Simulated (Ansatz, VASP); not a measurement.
## Te: VASP beside Ansatz

File INCAR:

```
SYSTEM = Te
ALGO = Normal
EDIFF = 1E-6
ENCUT = 500
GGA = PE
GGA_COMPAT = .False.
ISIF = 2
ISMEAR = -1
LASPH = .True.
LCHARG = .False.
LORBIT = 11
LORBMOM = .True.
LREAL = .False.
LSORBIT = .True.
LWAVE = .False.
MAGMOM = 0 0 0
NBANDS = 17
NELM = 200
PREC = Accurate
SIGMA = 0.15
```

File KPOINTS:

```
k-points
0
Gamma
  4 4 4
  0 0 0
```

Contents of POSCAR:

```
Te
1.0
    0.0000000000      2.4187000000      2.4187000000
    2.4187000000      0.0000000000      2.4187000000
    2.4187000000      2.4187000000      0.0000000000
Te
1
Direct
    0.0000000000      0.0000000000      0.0000000000
```

Input for Ansatz:

```yaml
crystal:
  lattice:
    - [0, 2.4187, 2.4187]
    - [2.4187, 0, 2.4187]
    - [2.4187, 2.4187, 0]
  atoms:
    - { symbol: Te, position: [0, 0, 0] }
kpoints:
  mp_grid: { grid: [4, 4, 4] }
hamiltonian:
  xc: pbe
  pseudopotentials:
    kind: paw_fr
    azcp:
      Te: "pseudopotentials/pbe/paw/ansatz_paw_generated_hard_1/Te.paw.azcp"
scf:
  occupations: { method: fermi_dirac, width: 0.15 }
  convergence: { dr2_threshold: "1e-9 eV" }
  max_iter: 300
output:
  forces: true
  stress: true
  eigenvalues: true
magnetization:
  noncollinear: true
  spin_orbit: true
```

Alike in both runs: task single point; functional PBE; k mesh 4 × 4 × 4; occupations fermi-dirac, width 0.15 eV; non-collinear spin, spin-orbit coupling.

|  | VASP | Ansatz |
| --- | --- | --- |
| version | VASP 6.6.1 | Ansatz 0.2.0 development build |
| potentials or method | VASP PAW PBE potentials, release 64 (Te) | plane waves, PAW datasets (generated hard set |
| plane-wave cutoff (eV) | 500 | 700 |
| valence electrons in the cell | 6 | 16 |

```csv
,VASP,Ansatz,Ansatz less VASP
net moment per atom (μB),0.00,0.00,0.000
```

The functional is the same, so the differences come from potentials, cutoffs and numerics. VASP's potentials hold 6 valence electrons a cell and Ansatz's 16, so a difference there can come from the potentials and not from the codes. Ansatz's warnings: stress scf threshold loose.

The k mesh is coarse, so the values compare programs but aren't converged.
